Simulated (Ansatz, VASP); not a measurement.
## GaN: VASP beside Ansatz

File INCAR:

```
  ALGO = Normal
  EDIFF = 1E-6
  ENCUT = 1330
  GGA = RP
  GGA_COMPAT = F
  ISIF = 2
  ISMEAR = 0
  IVDW = 13
  LASPH = T
  LCHARG = F
  LREAL = F
  LWAVE = F
  NBANDS = 16
  NELM = 120
  PREC = Accurate
  SIGMA = 0.05
```

KPOINTS

```
k-points
0
Gamma
  10 10 10
```

The input POSCAR:

```
GaN
1.0
    0.0000000000      2.0839626662      2.0839626662
    2.0839626662      0.0000000000      2.0839626662
    2.0839626662      2.0839626662      0.0000000000
Ga N
1 1
Direct
    0.5000000000      0.5000000000      0.5000000000
    0.0000000000      0.0000000000      0.0000000000
```

Input for Ansatz:

```yaml
crystal:
  lattice:
    - [0.0, 2.0839626662, 2.0839626662]
    - [2.0839626662, 0.0, 2.0839626662]
    - [2.0839626662, 2.0839626662, 0.0]
  atoms:
    - { symbol: Ga, position: [0.5, 0.5, 0.5] }
    - { symbol: "N", position: [0.0, 0.0, 0.0] }
basis:
  ecutwfc: 420
  ecutrho_ratio: 4
kpoints:
  mp_grid: { grid: [10, 10, 10] }
hamiltonian:
  xc: rpbe
  dispersion: d4
scf:
  occupations: { method: gaussian, width: 0.05 }
output:
  forces: true
  stress: true
  eigenvalues: true
```

Alike in both runs: task single point; functional RPBE; dispersion D4; k mesh 10 × 10 × 10; occupations gaussian, width 0.05 eV; no spin polarisation.

```csv
,VASP,Ansatz
version,VASP 6.6.1,Ansatz 0.2.0
potentials or method,"VASP PAW PBE potentials, release 64 (Ga_d, N_h), cutoff 1330 eV","scalar-relativistic, plane waves, PAW"
valence electrons in the cell,18,18
```

```csv
,VASP,Ansatz,Ansatz less VASP
gap on the k mesh at the Fermi level (eV),0.99,1.00,+0.014
least direct gap on the mesh (eV),3.30,3.29,-0.008
pressure (GPa),5.7,4.9,-0.79
```

VASP's potentials were made for PBE, not for RPBE.
